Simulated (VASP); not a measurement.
Write the native input for VASP 6.6.1 that does the following.

```
Task                   : single point
Functional             : r2SCAN
Potentials or basis    : VASP PAW PBE potentials, release 64 (C, Mg)
Cutoff                 : 520 eV
k mesh                 : 8 × 8 × 8
Occupations            : gaussian, width 0.01 eV
Spin                   : no spin polarisation
Dipole correction      : no
Further INCAR settings : ALGO = Normal; EDIFF = 1e-06; NBANDS = 11
```

The system is Mg2C.

```xyz
3
Lattice="0.0000 2.8728 2.7200 2.8728 0.0000 2.7200 2.8728 2.8728 0.0000" Properties=species:S:1:pos:R:3 pbc="T T T"
C     0.0000    0.0000    0.0000
Mg    1.4364    1.4364    1.3600
Mg    4.3092    4.3092    4.0800
```

This cell differs from its parent crystal: epitaxial xy strain +6.0%.

These files were run (other wordings do the same):

POSCAR

```
Mg2C
1.0
    0.0000000000      2.8727858924      2.7199853218
    2.8727858924      0.0000000000      2.7199853218
    2.8727858924      2.8727858924      0.0000000000
C Mg
1 2
Direct
    0.0000000000      0.0000000000      0.0000000000
    0.2500000000      0.2500000000      0.2500000000
    0.7500000000      0.7500000000      0.7500000000
```

INCAR.step1

```
SYSTEM = Mg2C
ALGO = Normal ; EDIFF = 1E-4
ENCUT = 520 ; GGA = PE
ISMEAR = 0 ; LASPH = .True.
LCHARG = .False. ; LREAL = .False.
LWAVE = .True. ; NBANDS = 11
NELM = 60 ; PREC = Accurate
SIGMA = 0.01
```

INCAR.step2

```
SYSTEM = Mg2C
ALGO = Normal ; EDIFF = 1E-6
ENCUT = 520 ; ISIF = 2
ISMEAR = 0 ; ISTART = 1
LASPH = .True. ; LCHARG = .True.
LELF = .True. ; LMIXTAU = .True.
LREAL = .False. ; LVHAR = .True.
LWAVE = .False. ; METAGGA = R2SCAN
NBANDS = 11 ; NELM = 60
PREC = Accurate ; SIGMA = 0.01
```

KPOINTS

```
k-points
0
Gamma
  8 8 8
  0 0 0
```

Potentials or basis: VASP PAW PBE potentials, release 64 (C, Mg).

Command:

```bash
$ cat potpaw_PBE.64/C/POTCAR potpaw_PBE.64/Mg/POTCAR > POTCAR
$ cp INCAR.step1 INCAR
$ mpirun -np 1 vasp_std > vasp.out
$ cp INCAR.step2 INCAR
$ mpirun -np 1 vasp_std > vasp.out
```

Results of the run:

The pressure is -9.5 GPa and the band gap on the k mesh is 0.82 eV (least direct gap 1.01 eV).

Caveat: the cell differs from its parent crystal (epitaxial xy strain +6.0%); the cell stands under tension; the PAW data sets were made with another functional, which shifts forces and pressure a little.

Wall time 95 s on 1 thread of Intel(R) Xeon(R) Platinum 8488C (Sapphire Rapids), on a shared host, peak memory 0.18 GiB.
